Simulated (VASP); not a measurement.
**Mn: single point with PBEsol**

Crystal: Mn.

```xyz
2
Lattice="0.0000 2.3839 2.3839 2.3839 0.0000 2.3839 2.3839 2.3839 0.0000" Properties=species:S:1:pos:R:3 pbc="T T T"
Mn    0.5960    0.5960    0.5960
Mn    4.1718    4.1718    4.1718
```

This isn't the form of Mn at room conditions, which is a 58-atom cubic cell.

| Quantity | Value |
| --- | --- |
| Program | VASP 6.6.1 |
| Task | single point |
| Functional | PBEsol |
| Potentials or basis | VASP PAW PBE potentials, release 64 (Mn_pv) |
| Cutoff | 520 eV |
| k mesh | 12 × 12 × 12 |
| Occupations | fermi-dirac, width 0.05 eV |
| Spin | collinear spin, antiferromagnetic start |
| Starting moments | [1.516, -1.516] μB |
| Dipole correction | no |
| Further INCAR settings | ALGO = Normal; EDIFF = 1e-06; NBANDS = 24 |

```yaml
Pressure: 16.7 GPa
Band_gap_on_the_k_mesh: zero (filled and empty bands overlap)
Net_moment: 0.00 μB per cell
Site_moments: Mn +0.74, -0.74 μB
Valence_electrons_inside_the_program's_atomic_spheres: Mn 12.26
```

Levels at points of the mesh, in eV from the Fermi level:
Spin up:
```csv
k point,band 10,band 11,band 12,band 13,band 14,band 15,band 16,band 17
"(0.00, 0.00, 0.00)",-2.03,-2.03,-2.03,0.43,0.43,0.43,2.56,2.56
"(0.50, 0.00, 0.00)",-2.48,-2.09,-2.09,-0.50,1.17,1.17,2.22,2.22
"(0.50, 0.50, 0.00)",-2.00,-0.63,-0.48,-0.45,0.31,2.46,2.46,3.72
```
Spin down:
```csv
k point,band 10,band 11,band 12,band 13,band 14,band 15,band 16,band 17
"(0.00, 0.00, 0.00)",-2.03,-2.03,-2.03,0.43,0.43,0.43,2.56,2.56
"(0.50, 0.00, 0.00)",-2.48,-2.09,-2.09,-0.50,1.17,1.17,2.22,2.22
"(0.50, 0.50, 0.00)",-2.00,-0.63,-0.48,-0.45,0.31,2.46,2.46,3.72
```

Wall time 95 s on 1 thread of Intel(R) Xeon(R) Platinum 8488C (Sapphire Rapids) (shared host), peak memory 0.21 GiB.

Caveat: atoms lie so close that the PAW spheres overlap strongly, which falsifies energies and pressures; the cell stands under pressure; the antiferromagnetic order is the one typed at the start, and another may lie lower; the PAW data sets were made with another functional, which shifts forces and pressure a little.
